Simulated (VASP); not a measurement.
A run of VASP 6.6.1 is set up as follows.

POSCAR

```
Al
1.0
    2.8600000000      0.0000000000      0.0000000000
   -1.4300000000      2.4768326548      0.0000000000
    0.0000000000      0.0000000000      4.6703800000
Al
2
Direct
    0.3333333333      0.6666666667      0.2500000000
    0.6666666667      0.3333333333      0.7500000000
```

INCAR.step1

```
SYSTEM = Al
PREC = Accurate
ENCUT = 600
ISMEAR = 0
SIGMA = 0.05
LREAL = .False.
LASPH = .True.
NELM = 60
GGA = PE
ALGO = Normal
EDIFF = 1E-4
LWAVE = .True.
LCHARG = .False.
```

File INCAR.step2:

```
SYSTEM = Al
PREC = Accurate
ENCUT = 600
EDIFF = 1E-7
ISMEAR = 0
SIGMA = 0.05
LREAL = .False.
LASPH = .True.
NELM = 60
ALGO = Normal
ISIF = 3
LWAVE = .False.
LCHARG = .False.
METAGGA = R2SCAN
LMIXTAU = .True.
IBRION = 2
NSW = 80
EDIFFG = -0.02
PSTRESS = 100.0
ISTART = 1
```

The input KPOINTS:

```
Automatic mesh
0
Gamma
  19 19 10
  0 0 0
```

Potentials or basis: VASP PAW PBE potentials, release 64 (Al).

Launch:

```sh
$ cat potpaw_PBE.64/Al/POTCAR > POTCAR
$ cp INCAR.step1 INCAR
$ mpirun -np 1 vasp_std > vasp.out
$ cp INCAR.step2 INCAR
$ mpirun -np 1 vasp_std > vasp.out
```

Estimate the space group after relaxing (to 0.1 Å).

P6_3/mmc (No. 194).

Estimate the band gap on the k mesh.

zero (bands 3 and 4 overlap by 8.13 eV).

Step by step:
```csv
step,energy change (eV),largest force (eV/Å),pressure (GPa),volume (Å³)
1,0.0000,0.0000,-3.04,33.08
2,0.2587,0.0000,20.83,27.05
3,0.0676,0.0000,9.97,29.08
```

Caveat: the cell is relaxed towards a set pressure, so the run minimises the enthalpy, not the energy; the PAW data sets were made with another functional, which shifts forces and pressure a little.
